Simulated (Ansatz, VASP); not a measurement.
**Br: VASP beside Ansatz**

The input INCAR:

```
ALGO = Normal ; EDIFF = 1E-6
EDIFFG = -0.005 ; ENCUT = 600
GGA = PE ; IBRION = 2
ISIF = 3 ; ISMEAR = -1
LASPH = True ; LCHARG = False
LREAL = False ; LWAVE = False
NELM = 80 ; NSW = 60
PREC = Accurate ; SIGMA = 0.08
```

File KPOINTS:

```
k-points
0
Gamma
  11 11 11
```

The input POSCAR:

```
Br
1.0
    0.0000000000      3.2316520351      3.2316520351
    3.2316520351      0.0000000000      3.2316520351
    3.2316520351      3.2316520351      0.0000000000
Br
2
Direct
   -0.1250000000     -0.1250000000     -0.1250000000
    0.1250000000      0.1250000000      0.1250000000
```

Input for Ansatz:

```yaml
crystal:
  lattice:
    - [0.0, 3.2316520351, 3.2316520351]
    - [3.2316520351, 0.0, 3.2316520351]
    - [3.2316520351, 3.2316520351, 0.0]
  atoms:
    - { symbol: Br, position: [-0.125, -0.125, -0.125] }
    - { symbol: Br, position: [0.125, 0.125, 0.125] }
kpoints:
  mp_grid: { grid: [11, 11, 11] }
scf:
  occupations: { method: fermi_dirac, width: 0.08 }
hamiltonian:
  xc: pbe
  pseudopotentials: { kind: paw }
output:
  forces: true
  stress: true
relax:
  f_tol: 0.005
  max_steps: 40
  cell: {}
```

Alike in both runs: task relaxation of cell and atoms; functional PBE; k mesh 11 × 11 × 11; occupations fermi-dirac, width 0.08 eV; no spin polarisation.

```csv
,VASP,Ansatz
version,VASP 6.6.1,Ansatz 0.2.0
potentials or method,"VASP PAW PBE potentials, release 64 (Br)","PAW with Ansatz's default frozen-core files, scalar-relativistic"
plane-wave cutoff (eV),600,420
valence electrons in the cell,14,14
```

|  | VASP | Ansatz | Ansatz less VASP |
| --- | --- | --- | --- |
| relaxed volume (Å³/atom) | 43.24 | 43.12 | -0.118 |
| relaxed length of the cell vector where the two differ most in proportion (Å) | 4.964 | 4.959 | -0.0045 |

Noted on VASP's run: the volume moved by over 15 % at a fixed basis, so the end points are rough.
